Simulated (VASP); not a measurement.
# RbReO3 (Pm-3m) in VASP: single point with LDA

Aim: the single point of RbReO3 with LDA.

Everything below comes from runs of VASP 6.6.1. Logs are shortened: lines on timing, memory, paths and dates and some standing lists are left out, and cuts for length are marked.

**1. The cell of the first run**

Symmetry: Pm-3m, No. 221, cubic system. The conventional cell has a = 3.984 Å, b = 3.984 Å, c = 3.984 Å, α = 90.00°, β = 90.00°, γ = 90.00°. Rb (site symmetry m-3m) has 12 O at 2.82 Å and 8 Re at 3.45 Å within 3.7 Å. Re (site symmetry m-3m) has 6 O at 1.99 Å within 2.6 Å. O (site symmetry 4/mmm) has 2 Re at 1.99 Å within 2.6 Å.

**2. Single point, LDA**

File INCAR:

```
PREC = Accurate ; ENCUT = 700
EDIFF = 1E-6 ; ISMEAR = 0
SIGMA = 0.15 ; LREAL = F
LASPH = T ; NELM = 120
ALGO = Normal ; ISIF = 2
LWAVE = F ; LCHARG = F
NBANDS = 29 ; GGA_COMPAT = F
```

File KPOINTS:

```
Automatic mesh
0
Gamma
  4 4 4
```

File POSCAR:

```
RbReO3
1.0
    3.9840620000      0.0000000000      0.0000000000
    0.0000000000      3.9840620000      0.0000000000
    0.0000000000      0.0000000000      3.9840620000
Rb Re O
1 1 3
Direct
    0.0000000000      0.0000000000      0.0000000000
    0.5000000000      0.5000000000      0.5000000000
    0.5000000000      0.5000000000      0.0000000000
    0.5000000000      0.0000000000      0.5000000000
    0.0000000000      0.5000000000      0.5000000000
```

Potentials or basis: VASP PAW LDA potentials, release 64 (Rb_sv, Re_sv_GW, O).

The run is started by

```
$ cat potpaw_LDA.64/Rb_sv/POTCAR potpaw_LDA.64/Re_sv_GW/POTCAR potpaw_LDA.64/O/POTCAR > POTCAR
$ mpirun -np 1 vasp_std > vasp.out
```

OUTCAR:

```text
PREC = Accurate
   ENCUT = 700
   EDIFF = 1E-6
   ISMEAR = 0
   LREAL = F
   LASPH = T
   NELM = 120
   ISIF = 2

 ion  position               nearest neighbor table
   1  0.000  0.000  0.000-   3 2.82   4 2.82   5 2.82   4 2.82   5 2.82   3 2.82   5 2.82   5 2.82
                             3 2.82   4 2.82   4 2.82   3 2.82   2 3.45   2 3.45   2 3.45   2 3.45
   2  0.500  0.500  0.500-   3 1.99   4 1.99   5 1.99   3 1.99   4 1.99   5 1.99   1 3.45   1 3.45
                             1 3.45   1 3.45   1 3.45   1 3.45   1 3.45   1 3.45
   3  0.500  0.500  0.000-   2 1.99   2 1.99   1 2.82   1 2.82   1 2.82   1 2.82
   4  0.500  0.000  0.500-   2 1.99   2 1.99   1 2.82   1 2.82   1 2.82   1 2.82
   5  0.000  0.500  0.500-   2 1.99   2 1.99   1 2.82   1 2.82   1 2.82   1 2.82

  LATTYP: Found a simple cubic cell.
 ALAT       =     3.9840620000

  Lattice vectors:

 A1 = (   3.9840620000,   0.0000000000,   0.0000000000)
 A2 = (   0.0000000000,   3.9840620000,   0.0000000000)
 A3 = (   0.0000000000,   0.0000000000,   3.9840620000)

Analysis of symmetry for initial positions (statically):
=====================================================================
 Subroutine PRICEL returns:
 Original cell was already a primitive cell.

 Routine SETGRP: Setting up the symmetry group for a
 simple cubic supercell.

 Subroutine GETGRP returns: Found 48 space group operations
 (whereof 48 operations were pure point group operations)
 out of a pool of 48 trial point group operations.

The static configuration has the point symmetry O_h .

Analysis of symmetry for dynamics (positions and initial velocities):
=====================================================================
 Subroutine PRICEL returns:
 Original cell was already a primitive cell.

 Routine SETGRP: Setting up the symmetry group for a
 simple cubic supercell.

 Subroutine GETGRP returns: Found 48 space group operations
 (whereof 48 operations were pure point group operations)
 out of a pool of 48 trial point group operations.

The dynamic configuration has the point symmetry O_h .

 Subroutine INISYM returns: Found 48 space group operations
 (whereof 48 operations are pure point group operations),
 and found     1 'primitive' translations
[... 81 lines left out ...]
   LNONCOLLINEAR =      F non collinear calculations
   LSORBIT =      F    spin-orbit coupling
   LASPH  =      T    aspherical Exc in radial PAW
   ENCUT  =  700.0 eV  51.45 Ry    7.17 a.u.   8.59  8.59  8.59*2*pi/ulx,y,z
   NELM   =    120;   NELMIN=  2; NELMDL= -5     # of ELM steps
   EDIFF  = 0.1E-05   stopping-criterion for ELM
   LREAL  =      F    real-space projection
   EDIFFG = 0.1E-04   stopping-criterion for IOM
   NSW    =      0    number of steps for IOM
   IBRION =     -1    ionic relax: 0-MD 1-quasi-New 2-CG
   NFREE  =      0    steps in history (QN), initial steepest desc. (CG)
   ISIF   =      2    stress and relaxation
   ISYM   =      2    0-nonsym 1-usesym 2-fastsym
   POTIM  = 0.5000    time-step for ionic-motion
   TEBEG  =    0.0;   TEEND  =   0.0 temperature during run
   PSTRESS=    0.0 pullay stress
   NELECT =      42.0000    total number of electrons
   NUPDOWN=      -1.0000    fix difference up-down
   EMIN   =  10.00;   EMAX   =-10.00  energy-range for DOS
   EFERMI =   0.00;   METHOD = LEGACY
   ISMEAR =     0;   SIGMA  =   0.15  broadening in eV -4-tet -1-fermi 0-gaus
   EFERMI_NEDOS =   21; number of points for ismear=-14 and -15
   IALGO  =     38    algorithm
   IMIX   =      4    mixing-type and parameters
     AMIX     =   0.40;   BMIX     =  1.00
     AMIX_MAG =   1.60;   BMIX_MAG =  1.00
  volume/ion in A,a.u.               =      12.65        85.35
  Fermi-wavevector in a.u.,A,eV,Ry     =   1.428341  2.699173 27.758027  2.040157
  Thomas-Fermi vector in A             =   2.548413
   LORBIT       =      0    0 simple, 1 ext, 2 COOP (PROOUT), +10 PAW based schemes
   GGA     = CA    functional components
   LHFCALC =     F    Hartree Fock is set to
   AEXX    =    0.0000 exact exchange contribution
   IVDW    =     0    specifies the selected vdW correction
   LEPSILON=     F    determine dielectric tensor
   LRPA    =     F    only Hartree local field effects (RPA)
 non-spin polarized calculation
 Gauss-broadening in eV      SIGMA  =   0.15
  energy-cutoff  :      700.00
  volume of cell :       63.24
 maximum number of plane-waves:      2680
 NGX is ok and might be reduce to    36
   NGX = 17   NGY = 17   NGZ = 17

 number of electron      42.0000008 magnetization

 Free energy of the ion-electron system (eV)
  ---------------------------------------------------
  ext. energy  EPLUGINS =         0.00000000
  ---------------------------------------------------
  free energy    TOTEN  =       -42.30412031 eV

  energy without entropy =      -42.28433713  energy(sigma->0) =      -42.29422872

 E-fermi :   5.3090     XC(G=0): -11.8378

 val. band max:        4.8877528362   @ k =   0.2500   0.2500   0.0000
 cond. band min:       5.3979527064   @ k =   0.2500   0.2500   0.2500
 fundamental gap:      0.5101998702
 Fermi energy:         5.3089714010

 k-point     1 :       0.0000    0.0000    0.0000
  band No.  band energies     occupation
      1     -76.6101      2.00000
      2     -38.6102      2.00000
      3     -38.6102      2.00000
      4     -38.6102      2.00000
      5     -20.2988      2.00000
      6     -14.3649      2.00000
[... 309 lines left out ...]
     28      12.7215      0.00000
     29      15.0544      0.00000

------------------------ aborting loop because EDIFF is reached ----------------------------------------

  FORCE on cell =-STRESS in cart. coord.  units (eV):
  Direction    XX          YY          ZZ          XY          YZ          ZX
  --------------------------------------------------------------------------------------
  -------------------------------------------------------------------------------------
  Total       -5.4340338     -5.4340338     -5.4340338      0.0000000     -0.0000000      0.0000000
  in kB     -137.6748619   -137.6748619   -137.6748619      0.0000000     -0.0000000      0.0000000
  external PRESSURE =    -137.6748619 kB  Pullay stress =       0.0000000 kB

 VOLUME and BASIS-vectors are now :
 -----------------------------------------------------------------------------
  energy-cutoff  :      700.00
  volume of cell :       63.24
      direct lattice vectors                 reciprocal lattice vectors
     3.984062000  0.000000000  0.000000000     0.251000110  0.000000000  0.000000000
     0.000000000  3.984062000  0.000000000     0.000000000  0.251000110  0.000000000
     0.000000000  0.000000000  3.984062000     0.000000000  0.000000000  0.251000110

 POSITION                                       TOTAL-FORCE (eV/Angst)
 -----------------------------------------------------------------------------------
      0.00000      0.00000      0.00000         0.000000      0.000000      0.000000
      1.99203      1.99203      1.99203         0.000000      0.000000      0.000000
      1.99203      1.99203      0.00000         0.000000      0.000000      0.000000
      1.99203      0.00000      1.99203         0.000000      0.000000      0.000000
      0.00000      1.99203      1.99203         0.000000      0.000000      0.000000
 -----------------------------------------------------------------------------------
    total drift:                                0.000000      0.000000      0.000000

  FREE ENERGIE OF THE ION-ELECTRON SYSTEM (eV)
  ---------------------------------------------------
  free  energy   TOTEN  =       -42.3041203127 eV

  energy  without entropy=      -42.2843371318  energy(sigma->0) =      -42.29422872
```

OSZICAR:

```text
N       E                     dE             d eps       ncg     rms          rms(c)
DAV:   1     0.383323360548E+03    0.38332E+03   -0.29912E+04   580   0.184E+03
DAV:   2    -0.282967327464E+02   -0.41162E+03   -0.40415E+03   727   0.401E+02
DAV:   3    -0.527188950080E+02   -0.24422E+02   -0.24284E+02   731   0.972E+01
DAV:   4    -0.533762398737E+02   -0.65734E+00   -0.65631E+00   889   0.137E+01
DAV:   5    -0.533818172190E+02   -0.55773E-02   -0.55767E-02   743   0.126E+00    0.594E+01
DAV:   6    -0.430275564460E+02    0.10354E+02   -0.46027E+01   590   0.390E+01    0.937E+01
DAV:   7    -0.428352941330E+02    0.19226E+00   -0.17675E+00   703   0.820E+00    0.481E+01
DAV:   8    -0.423523212562E+02    0.48297E+00   -0.23247E+00   615   0.876E+00    0.266E+01
DAV:   9    -0.423191552029E+02    0.33166E-01   -0.23543E-01   668   0.297E+00    0.231E+01
DAV:  10    -0.423085735798E+02    0.10582E-01   -0.38282E-02   618   0.126E+00    0.165E+01
DAV:  11    -0.423054907127E+02    0.30829E-02   -0.49499E-03   686   0.487E-01    0.112E+01
DAV:  12    -0.423044726949E+02    0.10180E-02   -0.30359E-03   655   0.345E-01    0.800E+00
DAV:  13    -0.423043693427E+02    0.10335E-03   -0.70877E-04   729   0.153E-01    0.491E+00
DAV:  14    -0.423041985272E+02    0.17082E-03   -0.19724E-04   684   0.877E-02    0.297E+00
DAV:  15    -0.423041257232E+02    0.72804E-04   -0.20999E-04   663   0.867E-02    0.103E+00
DAV:  16    -0.423041210942E+02    0.46290E-05   -0.24497E-05   838   0.268E-02    0.261E-01
DAV:  17    -0.423041203127E+02    0.78145E-06   -0.23151E-06   590   0.934E-03
   1 F= -.42304120E+02 E0= -.42294229E+02  d E =-.197832E-01
```

It took 27 s on 1 thread of AMD EPYC 7R13 (Zen 3), shared host; peak memory 0.17 GiB.

Results:

```yaml
Free_energy: -42.3041 eV
Pressure: -13.8 GPa
Band_gap_on_the_k_mesh: zero (bands 21 and 22 overlap by 4.12 eV)
```

Caveat: the k points lie up to 0.39 Å⁻¹ apart, too coarse for converged energies and pressures of a metal; spin-orbit coupling is left out, which moves the levels of the heavy elements.

The gap in the log of VASP goes by the Fermi energy; the results here count the filled bands.